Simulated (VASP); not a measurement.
# SrMg (Pm-3m) in VASP: further runs

The runs below take SrMg through single point, with LDA.

Everything below comes from runs of VASP 6.6.1. Logs are shortened: lines on timing, memory, paths and dates and some standing lists are left out, and cuts for length are marked.

### Step 1. The cell of the first run

The structure is cubic, space group Pm-3m (No. 221). The conventional cell has a = 3.900 Å, b = 3.900 Å, c = 3.900 Å, α = 90.00°, β = 90.00°, γ = 90.00°. Within 4.4 Å of Sr (site symmetry m-3m) lie 8 Mg at 3.38 Å and 6 Sr at 3.90 Å. Within 4.4 Å of Mg (site symmetry m-3m) lie 8 Sr at 3.38 Å and 6 Mg at 3.90 Å.

### Step 2. Single point, LDA

Input file INCAR:

```
SYSTEM = SrMg
ALGO = Normal ; EDIFF = 1E-6
ENCUT = 520 ; GGA = CA
ISIF = 2 ; ISMEAR = -1
LASPH = .True. ; LCHARG = .True.
LELF = .True. ; LREAL = .False.
LVHAR = .True. ; LWAVE = .False.
NBANDS = 13 ; NELM = 60
PREC = Accurate ; SIGMA = 0.05
```

Input file KPOINTS:

```
k-points
0
Gamma
  9 9 9
  0 0 0
```

Input file POSCAR:

```
SrMg
1.0
    3.9000000000      0.0000000000      0.0000000000
    0.0000000000      3.9000000000      0.0000000000
    0.0000000000      0.0000000000      3.9000000000
Sr Mg
1 1
Direct
    0.5000000000      0.5000000000      0.5000000000
    0.0000000000      0.0000000000      0.0000000000
```

Potentials or basis: VASP PAW LDA potentials, release 64 (Sr_sv, Mg).

Launch:

```bash
> cat potpaw_LDA.64/Sr_sv/POTCAR potpaw_LDA.64/Mg/POTCAR > POTCAR
> mpirun -np 1 vasp_std > vasp.out
```

OUTCAR:

```text
SYSTEM = SrMg
   EDIFF = 1E-6
   ENCUT = 520
   GGA = CA
   ISIF = 2
   ISMEAR = -1
   LASPH = .True.
   LREAL = .False.
   NELM = 60
   PREC = Accurate

 ion  position               nearest neighbor table
   1  0.500  0.500  0.500-   2 3.38   2 3.38   2 3.38   2 3.38   2 3.38   2 3.38   2 3.38   2 3.38

   2  0.000  0.000  0.000-   1 3.38   1 3.38   1 3.38   1 3.38   1 3.38   1 3.38   1 3.38   1 3.38

  LATTYP: Found a simple cubic cell.
 ALAT       =     3.9000000000

  Lattice vectors:

 A1 = (   3.9000000000,   0.0000000000,   0.0000000000)
 A2 = (   0.0000000000,   3.9000000000,   0.0000000000)
 A3 = (   0.0000000000,   0.0000000000,   3.9000000000)

Analysis of symmetry for initial positions (statically):
=====================================================================
 Subroutine PRICEL returns:
 Original cell was already a primitive cell.

 Routine SETGRP: Setting up the symmetry group for a
 simple cubic supercell.

 Subroutine GETGRP returns: Found 48 space group operations
 (whereof 48 operations were pure point group operations)
 out of a pool of 48 trial point group operations.

The static configuration has the point symmetry O_h .

Analysis of symmetry for dynamics (positions and initial velocities):
=====================================================================
 Subroutine PRICEL returns:
 Original cell was already a primitive cell.

 Routine SETGRP: Setting up the symmetry group for a
 simple cubic supercell.

 Subroutine GETGRP returns: Found 48 space group operations
 (whereof 48 operations were pure point group operations)
 out of a pool of 48 trial point group operations.

The dynamic configuration has the point symmetry O_h .

 Subroutine INISYM returns: Found 48 space group operations
 (whereof 48 operations are pure point group operations),
 and found     1 'primitive' translations

----------------------------------------------------------------------------------------

                                     Primitive cell

  volume of cell :      59.3190

  direct lattice vectors                    reciprocal lattice vectors
     3.900000000  0.000000000  0.000000000     0.256410256  0.000000000  0.000000000
     0.000000000  3.900000000  0.000000000     0.000000000  0.256410256  0.000000000
     0.000000000  0.000000000  3.900000000     0.000000000  0.000000000  0.256410256

  length of vectors
     3.900000000  3.900000000  3.900000000     0.256410256  0.256410256  0.256410256

  position of ions in fractional coordinates (direct lattice)
     0.500000000  0.500000000  0.500000000
     0.000000000  0.000000000  0.000000000

  ion indices of the primitive-cell ions
   primitive index   ion index
                 1           1
                 2           2

----------------------------------------------------------------------------------------

 KPOINTS: k-points

Automatic generation of k-mesh.
 Grid dimensions read from file:
 generate k-points for:    9    9    9

 Generating k-lattice:

  Cartesian coordinates                     Fractional coordinates (reciprocal lattice)
     0.028490028  0.000000000  0.000000000     0.111111111  0.000000000  0.000000000
     0.000000000  0.028490028  0.000000000     0.000000000  0.111111111  0.000000000
     0.000000000  0.000000000  0.028490028     0.000000000  0.000000000  0.111111111

  Length of vectors
     0.028490028  0.028490028  0.028490028

  Shift w.r.t. Gamma in fractional coordinates (k-lattice)
     0.000000000  0.000000000  0.000000000

 Subroutine IBZKPT returns following result:
 ===========================================

 Found     35 irreducible k-points:

 Following reciprocal coordinates:
            Coordinates               Weight
  0.000000  0.000000  0.000000      1.000000
  0.111111  0.000000  0.000000      6.000000
  0.222222  0.000000  0.000000      6.000000
  0.333333  0.000000  0.000000      6.000000
  0.444444  0.000000  0.000000      6.000000
  0.111111  0.111111  0.000000     12.000000
[... 16 lines left out ...]
  0.333333  0.333333  0.111111     24.000000
  0.444444  0.333333  0.111111     48.000000
 [... further k-points ...]
   k-points           NKPTS =     35   k-points in BZ     NKDIM =     35   number of bands    NBANDS=     13
   number of dos      NEDOS =    301   number of ions     NIONS =      2
   total plane-waves  NPLWV =  27000
   dimension x,y,z NGX =    30 NGY =   30 NGZ =   30
   dimension x,y,z NGXF=    60 NGYF=   60 NGZF=   60
   ions per type =               1   1
   NGX,Y,Z   is equivalent  to a cutoff of  12.79, 12.79, 12.79 a.u.
   NGXF,Y,Z  is equivalent  to a cutoff of  25.58, 25.58, 25.58 a.u.
 SYSTEM =  SrMg
   PREC   = accura    normal or accurate (medium, high low for compatibility)
   ISTART =      0    job   : 0-new  1-cont  2-samecut
   ICHARG =      2    charge: 1-file 2-atom 10-const
   ISPIN  =      1    spin polarized calculation?
   LNONCOLLINEAR =      F non collinear calculations
   LSORBIT =      F    spin-orbit coupling
   LASPH  =      T    aspherical Exc in radial PAW
   ENCUT  =  520.0 eV  38.22 Ry    6.18 a.u.   7.25  7.25  7.25*2*pi/ulx,y,z
   NELM   =     60;   NELMIN=  2; NELMDL= -5     # of ELM steps
   EDIFF  = 0.1E-05   stopping-criterion for ELM
   LREAL  =      F    real-space projection
   EDIFFG = 0.1E-04   stopping-criterion for IOM
   NSW    =      0    number of steps for IOM
   IBRION =     -1    ionic relax: 0-MD 1-quasi-New 2-CG
   NFREE  =      0    steps in history (QN), initial steepest desc. (CG)
   ISIF   =      2    stress and relaxation
   ISYM   =      2    0-nonsym 1-usesym 2-fastsym
   POTIM  = 0.5000    time-step for ionic-motion
   TEBEG  =    0.0;   TEEND  =   0.0 temperature during run
   PSTRESS=    0.0 pullay stress
   NELECT =      12.0000    total number of electrons
   NUPDOWN=      -1.0000    fix difference up-down
   EMIN   =  10.00;   EMAX   =-10.00  energy-range for DOS
   EFERMI =   0.00;   METHOD = LEGACY
   ISMEAR =    -1;   SIGMA  =   0.05  broadening in eV -4-tet -1-fermi 0-gaus
   EFERMI_NEDOS =   21; number of points for ismear=-14 and -15
   IALGO  =     38    algorithm
   IMIX   =      4    mixing-type and parameters
     AMIX     =   0.40;   BMIX     =  1.00
     AMIX_MAG =   1.60;   BMIX_MAG =  1.00
  volume/ion in A,a.u.               =      29.66       200.15
  Fermi-wavevector in a.u.,A,eV,Ry     =   0.961031  1.816085 12.566071  0.923580
  Thomas-Fermi vector in A             =   2.090367
   LORBIT       =      0    0 simple, 1 ext, 2 COOP (PROOUT), +10 PAW based schemes
   GGA     = CA    functional components
   LHFCALC =     F    Hartree Fock is set to
   AEXX    =    0.0000 exact exchange contribution
   IVDW    =     0    specifies the selected vdW correction
   LEPSILON=     F    determine dielectric tensor
   LRPA    =     F    only Hartree local field effects (RPA)
 non-spin polarized calculation
  energy-cutoff  :      520.00
  volume of cell :       59.32
 maximum number of plane-waves:      1614
 NGX is ok and might be reduce to    30
   NGX = 15   NGY = 15   NGZ = 15

 number of electron      12.0000000 magnetization

 Free energy of the ion-electron system (eV)
  ---------------------------------------------------
  ext. energy  EPLUGINS =         0.00000000
  ---------------------------------------------------
  free energy    TOTEN  =        -3.84882396 eV

  energy without entropy =       -3.83712564  energy(sigma->0) =       -3.84297480

 E-fermi :   2.6183     XC(G=0):  -8.8556

 val. band max:        2.4545736192   @ k =   0.3333   0.3333   0.2222
 cond. band min:       2.6294066974   @ k =   0.2222   0.0000   0.0000
 fundamental gap:      0.1748330783
 Fermi energy:         2.6182953931

 k-point     1 :       0.0000    0.0000    0.0000
  band No.  band energies     occupation
      1     -32.7893      2.00000
      2     -14.8394      2.00000
      3     -14.8394      2.00000
      4     -14.8394      2.00000
      5      -2.6462      2.00000
      6       3.2177      0.00001
      7       3.2177      0.00001
      8       7.0657      0.00000
      9       7.0657      0.00000
     10       7.0657      0.00000
     11       7.6765      0.00000
     12       7.6765      0.00000
     13       7.6765      0.00000

 k-point     2 :       0.1111    0.0000    0.0000
  band No.  band energies     occupation
      1     -32.7872      2.00000
      2     -14.8768      2.00000
      3     -14.8362      2.00000
      4     -14.8362      2.00000
      5      -2.4895      2.00000
      6       3.1208      0.00009
      7       3.3044      0.00000
      8       6.4812      0.00000
      9       6.4812      0.00000
     10       6.8124      0.00000
     11       7.7217      0.00000
     12       8.2872      0.00000
     13       8.2872      0.00000

 k-point     3 :       0.2222    0.0000    0.0000
  band No.  band energies     occupation
      1     -32.7819      2.00000
      2     -14.9695      2.00000
      3     -14.8278      2.00000
      4     -14.8278      2.00000
      5      -2.0381      2.00000
      6       2.6294      0.88934
      7       3.5492      0.00000
      8       5.7841      0.00000
      9       5.7841      0.00000
     10       6.8017      0.00000
     11       7.8416      0.00000
     12       9.0921      0.00000
     13       9.0921      0.00000

 k-point     4 :       0.3333    0.0000    0.0000
  band No.  band energies     occupation
      1     -32.7758      2.00000
      2     -15.0721      2.00000
      3     -14.8183      2.00000
      4     -14.8183      2.00000
      5      -1.3377      2.00000
      6       1.6916      2.00000
      7       3.8919      0.00000
      8       5.2655      0.00000
      9       5.2655      0.00000
     10       7.5697      0.00000
     11       7.9893      0.00000
     12       8.7853      0.00000
     13       9.8555      0.00000

 k-point     5 :       0.4444    0.0000    0.0000
  band No.  band energies     occupation
      1     -32.7719      2.00000
      2     -15.1375      2.00000
      3     -14.8121      2.00000
      4     -14.8121      2.00000
      5      -0.4431      2.00000
      6       0.6071      2.00000
      7       4.1789      0.00000
      8       4.9919      0.00000
      9       4.9919      0.00000
     10       8.0786      0.00000
     11       8.0935      0.00000
     12       8.7719      0.00000
     13      10.4540      0.00000
[... 257 lines left out ...]
 k-point    22 :       0.4444    0.2222    0.1111
  band No.  band energies     occupation
      1     -32.7628      2.00000
      2     -15.1119      2.00000
      3     -14.9290      2.00000
      4     -14.8345      2.00000
      5      -0.0617      2.00000
      6       1.1872      2.00000
      7       3.5207      0.00000
      8       4.5617      0.00000
      9       5.2776      0.00000
     10       6.2419      0.00000
     11       8.9856      0.00000
     12       9.3728      0.00000
     13       9.8089      0.00000

 k-point    23 :       0.3333    0.3333    0.1111
  band No.  band energies     occupation
      1     -32.7608      2.00000
      2     -15.0385      2.00000
      3     -15.0290      2.00000
      4     -14.8313      2.00000
      5      -0.2898      2.00000
      6       2.1610      1.99979
      7       2.8495      0.01944
      8       4.6202      0.00000
      9       5.2687      0.00000
     10       6.0415      0.00000
     11       8.7246      0.00000
     12       8.7731      0.00000
     13       9.4643      0.00000

 k-point    24 :       0.4444    0.3333    0.1111
  band No.  band energies     occupation
      1     -32.7570      2.00000
      2     -15.0955      2.00000
      3     -15.0239      2.00000
      4     -14.8248      2.00000
      5       0.1433      2.00000
      6       1.7537      2.00000
      7       2.9744      0.00161
      8       4.2571      0.00000
      9       5.5622      0.00000
     10       5.9749      0.00000
     11       8.5940      0.00000
     12       9.0193      0.00000
     13       9.3519      0.00000

 [... further k-points ...]
[... 5 lines left out ...]
  --------------------------------------------------------------------------------------
  -------------------------------------------------------------------------------------
  Total        1.2152207      1.2152207      1.2152207      0.0000000      0.0000000      0.0000000
  in kB       32.8225204     32.8225204     32.8225204      0.0000000      0.0000000      0.0000000
  external PRESSURE =      32.8225204 kB  Pullay stress =       0.0000000 kB

 VOLUME and BASIS-vectors are now :
 -----------------------------------------------------------------------------
  energy-cutoff  :      520.00
  volume of cell :       59.32
      direct lattice vectors                 reciprocal lattice vectors
     3.900000000  0.000000000  0.000000000     0.256410256  0.000000000  0.000000000
     0.000000000  3.900000000  0.000000000     0.000000000  0.256410256  0.000000000
     0.000000000  0.000000000  3.900000000     0.000000000  0.000000000  0.256410256

 POSITION                                       TOTAL-FORCE (eV/Angst)
 -----------------------------------------------------------------------------------
      1.95000      1.95000      1.95000         0.000000      0.000000      0.000000
      0.00000      0.00000      0.00000         0.000000      0.000000      0.000000
 -----------------------------------------------------------------------------------
    total drift:                                0.000000      0.000000      0.000000

  FREE ENERGIE OF THE ION-ELECTRON SYSTEM (eV)
  ---------------------------------------------------
  free  energy   TOTEN  =        -3.8488239635 eV

  energy  without entropy=       -3.8371256426  energy(sigma->0) =       -3.84297480
```

It took 20 s on 1 thread of Intel Xeon Platinum 8259CL at 2.50GHz (Skylake/Cascade Lake), shared host; peak memory 0.16 GiB.

What came out:

```
Free energy            : -3.8488 eV
Pressure               : 3.3 GPa
Band gap on the k mesh : zero (band 6 reaches 3.23 eV, above the bottom of band 7 at 1.86 eV)
```

### Step 3. Single point, LDA (volume scaled by 0.94)

Input file INCAR:

```
ALGO     = Normal         # electronic algorithm
EDIFF    = 1E-6           # SCF threshold, eV
ENCUT    = 520            # plane-wave cutoff, eV
ISIF     = 2              # what is computed and relaxed
ISMEAR   = -1             # smearing method
LASPH    = T              # aspherical terms in the spheres
LCHARG   = F              # write CHGCAR
LREAL    = F              # projectors in reciprocal space
LWAVE    = F              # write WAVECAR
NBANDS   = 13             # bands
NELM     = 60             # most SCF steps
PREC     = Accurate       # precision mode
SIGMA    = 0.05           # smearing width, eV
```

Input file KPOINTS:

```
k-points
0
Gamma
  9 9 9
```

Input file POSCAR:

```
SrMg
1.0
    3.8203858240      0.0000000000      0.0000000000
    0.0000000000      3.8203858240      0.0000000000
    0.0000000000      0.0000000000      3.8203858240
Sr Mg
1 1
Direct
    0.5000000000      0.5000000000      0.5000000000
    0.0000000000      0.0000000000      0.0000000000
```

Potentials or basis: VASP PAW LDA potentials, release 64 (Sr_sv, Mg).

Launch:

```bash
> cat potpaw_LDA.64/Sr_sv/POTCAR potpaw_LDA.64/Mg/POTCAR > POTCAR
> mpirun -np 1 vasp_std > vasp.out
```

Wall time 6.8 s (1 thread of Intel Xeon 6975P-C (Granite Rapids), shared host); peak memory 0.15 GiB.

It converged, with:

```yaml
Free_energy: -3.7499 eV
Pressure: 5.7 GPa
Band_gap_on_the_k_mesh: zero (band 6 reaches 3.48 eV, above the bottom of band 7 at 2.06 eV)
```

Levels at points of the mesh, in eV from the Fermi level:
| k point | band 4 | band 5 | band 6 | band 7 | band 8 | band 9 |
| --- | --- | --- | --- | --- | --- | --- |
| (0.00, 0.00, 0.00) | -17.33 | -5.38 | 0.53 | 0.53 | 4.74 | 4.74 |

### Step 4. Single point, LDA (volume scaled by 0.98)

Input file INCAR:

```
SYSTEM = SrMg
ALGO = Normal ; EDIFF = 1E-6
ENCUT = 520 ; GGA = CA
ISIF = 2 ; ISMEAR = -1
LASPH = .TRUE. ; LCHARG = .TRUE.
LELF = .TRUE. ; LREAL = .FALSE.
LVHAR = .TRUE. ; LWAVE = .FALSE.
NBANDS = 13 ; NELM = 60
PREC = Accurate ; SIGMA = 0.05
```

Input file KPOINTS:

```
k-points
0
G
  9 9 9
  0 0 0
```

Input file POSCAR:

```
SrMg
1.0
    3.8738247147      0.0000000000      0.0000000000
    0.0000000000      3.8738247147      0.0000000000
    0.0000000000      0.0000000000      3.8738247147
Sr Mg
1 1
Direct
    0.5000000000      0.5000000000      0.5000000000
    0.0000000000      0.0000000000      0.0000000000
```

Launch:

```bash
> cat potpaw_LDA.64/Sr_sv/POTCAR potpaw_LDA.64/Mg/POTCAR > POTCAR
> mpirun -np 1 vasp_std > vasp.out
```

Run time: 9.9 s. Hardware: 1 thread of Intel Xeon 6975P-C (Granite Rapids), shared host; peak memory 0.16 GiB.

It converged, with:

```
Free energy            : -3.8218 eV
Pressure               : 4.0 GPa
Band gap on the k mesh : zero (band 6 reaches 3.31 eV, above the bottom of band 7 at 1.92 eV)
```

Levels at points of the mesh, in eV from the Fermi level:
```csv
k point,band 3,band 4,band 5,band 6,band 7,band 8,band 9,band 10
"(0.00, 0.00, 0.00)",-17.41,-17.41,-5.30,0.58,0.58,4.54,4.54,4.54
```

### Step 5. Single point, LDA (volume scaled by 1.01)

Input file INCAR:

```
SYSTEM = SrMg
  PREC = Accurate
  ENCUT = 520
  EDIFF = 1E-6
  ISMEAR = -1
  SIGMA = 0.05
  LREAL = .FALSE.
  LASPH = .TRUE.
  NELM = 80
  ALGO = Normal
  ISIF = 2
  LWAVE = .FALSE.
  LCHARG = .FALSE.
  NBANDS = 13
```

Input file KPOINTS:

```
regular mesh
0
G
  9 9 9
  0 0 0
```

Input file POSCAR:

```
SrMg
1.0
    3.9129569058      0.0000000000      0.0000000000
    0.0000000000      3.9129569058      0.0000000000
    0.0000000000      0.0000000000      3.9129569058
Sr Mg
1 1
Direct
    0.5000000000      0.5000000000      0.5000000000
    0.0000000000      0.0000000000      0.0000000000
```

Launch:

```bash
> cat potpaw_LDA.64/Sr_sv/POTCAR potpaw_LDA.64/Mg/POTCAR > POTCAR
> mpirun -np 1 vasp_std > vasp.out
```

Wall time 8.8 s (1 thread of Intel Xeon 6975P-C (Granite Rapids), shared host); peak memory 0.16 GiB.

The run converged. Its results:

| Quantity | Value |
| --- | --- |
| Free energy | -3.8604 eV |
| Pressure | 2.9 GPa |
| Band gap on the k mesh | zero (band 6 reaches 3.19 eV, above the bottom of band 7 at 1.83 eV) |

Levels at points of the mesh, in eV from the Fermi level:
```
           k point  band 3  band 4  band 5  band 6  band 7  band 8  band 9  band 10
(0.00, 0.00, 0.00)  -17.48  -17.48   -5.24    0.61    0.61    4.40    4.40     4.40
```

(Continued in part 2 of 2.)
